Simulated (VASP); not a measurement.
A run of VASP 6.6.1 is set up as follows.

The input INCAR:

```
PREC = Accurate ; ENCUT = 520
EDIFF = 1E-6 ; ISMEAR = 0
SIGMA = 0.15 ; LREAL = F
LASPH = T ; NELM = 60
ALGO = Normal ; ISIF = 2
LWAVE = F ; LCHARG = F
GGA = PS ; NBANDS = 15
```

Contents of KPOINTS:

```
regular mesh
0
Gamma
  18 18 18
```

The input POSCAR:

```
TaN
1.0
    0.0000000000      2.2443700000      2.1790000000
    2.2443700000      0.0000000000      2.1790000000
    2.2443700000      2.2443700000      0.0000000000
Ta N
1 1
Direct
    0.5000000000      0.5000000000      0.5000000000
    0.0000000000      0.0000000000      0.0000000000
```

Potentials or basis: VASP PAW PBE potentials, release 64 (Ta_pv, N).

Command:

```sh
$ cat potpaw_PBE.64/Ta_pv/POTCAR potpaw_PBE.64/N/POTCAR > POTCAR
$ mpirun -np 1 vasp_std > vasp.out
```

(1) Predict the pressure.

(2) Estimate the band gap on the k mesh.

Results:

(1) -13.7 GPa.

(2) zero (band 8 reaches 10.69 eV, above the bottom of band 9 at 6.87 eV).

Caveat: the cell differs from its parent crystal (strain +0.0300 x Voigt [1, 1, 0, 0, 0, 0]); the PAW data sets were made with another functional, which shifts forces and pressure a little; spin-orbit coupling is left out, which moves the levels of the heavy elements.
